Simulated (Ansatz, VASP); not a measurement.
# One calculation of Yb, two programs

INCAR

```
SYSTEM = Yb
PREC = Accurate
ENCUT = 520
EDIFF = 1E-6
ISMEAR = -1
SIGMA = 0.03
LREAL = .FALSE.
LASPH = .TRUE.
NELM = 60
ALGO = Normal
ISIF = 2
LWAVE = .FALSE.
LCHARG = .TRUE.
GGA = PE
LELF = .TRUE.
LVHAR = .TRUE.
NBANDS = 31
```

KPOINTS

```
Automatic mesh
0
G
  11 11 6
  0 0 0
```

Contents of POSCAR:

```
Yb
1.0
    3.9559949225      0.0000000000      0.0000000000
   -1.9779974613      3.4259921002      0.0000000000
    0.0000000000      0.0000000000      6.5111455227
Yb
2
Direct
    0.3333333333      0.6666666667      0.2500000000
    0.6666666667      0.3333333333      0.7500000000
```

Input for Ansatz:

```yaml
crystal:
  lattice:
    - [3.9559949225, 0.0, 0.0]
    - [-1.9779974613, 3.4259921002, 0.0]
    - [0.0, 0.0, 6.5111455227]
  atoms:
    - { symbol: Yb, position: [0.3333333333, 0.6666666667, 0.25] }
    - { symbol: Yb, position: [0.6666666667, 0.3333333333, 0.75] }
kpoints:
  mp_grid: { grid: [11, 11, 6] }
scf:
  occupations: { method: fermi_dirac, width: 0.03 }
hamiltonian:
  xc: pbe
  pseudopotentials: { kind: all_electron, lapw: { basis_error: 0.0005 } }
output:
  forces: true
  stress: true
  eigenvalues: true
```

Change from the starting cell: volume scaled by 1.06.

Alike in both runs: task single point; functional PBE; k mesh 11 × 11 × 6; occupations fermi-dirac, width 0.03 eV; no spin polarisation.

```csv
,VASP,Ansatz
version,VASP 6.6.1,Ansatz 0.2.0
potentials or method,"VASP PAW PBE potentials, release 64 (Yb), cutoff 520 eV","all-electron LAPW, scalar-relativistic"
```

```csv
,VASP,Ansatz,Ansatz less VASP
pressure (GPa),-2.1,-2.6,-0.49
"traceless stress, the component that is largest in VASP (GPa)",0.18,0.10,-0.080
```

Ansatz ran all-electron here, and VASP with PAW potentials.

Spin-orbit coupling is off throughout.
